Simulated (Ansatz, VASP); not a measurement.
**Au in VASP and in Ansatz**

```
Au
1.0
     0.00000    2.04179    2.04179
     2.04179    0.00000    2.04179
     2.04179    2.04179    0.00000
Au
1
Cartesian
  0.0000 0.0000 0.0000
```

Alike in both runs: functional PBEsol; k mesh 20 × 20 × 20; occupations methfessel-paxton of order 1, width 0.1 eV; no spin polarisation.

Ansatz relaxed the structure, and its values are those at the end. VASP's run is a single point on that final structure, the one shown.

|  | VASP | Ansatz |
| --- | --- | --- |
| version | VASP 6.6.1 | Ansatz 0.2.0 |
| potentials or method | VASP PAW PBE potentials, release 64 (Au) | scalar-relativistic, plane waves, PAW |
| plane-wave cutoff (eV) | 520 | 420 |
| valence electrons in the cell | 11 | 19 |

Ansatz gave:

```
gap on the k mesh at the Fermi level (eV) : none
pressure (GPa)                            : 0.0
```

**Question.** What did VASP give for the same quantities?

**Answer.** gap on the k mesh at the Fermi level (eV): none; pressure (GPa): -0.3.

VASP's potentials were made for PBE, not for PBEsol. A gap of «none» marks a metal or a gap that the smearing closes. The functional is the same, so the differences come from potentials, cutoffs and numerics. VASP's potentials hold 11 valence electrons a cell and Ansatz's 19, so a difference there can come from the potentials and not from the codes.

Neither program's run includes spin-orbit coupling.
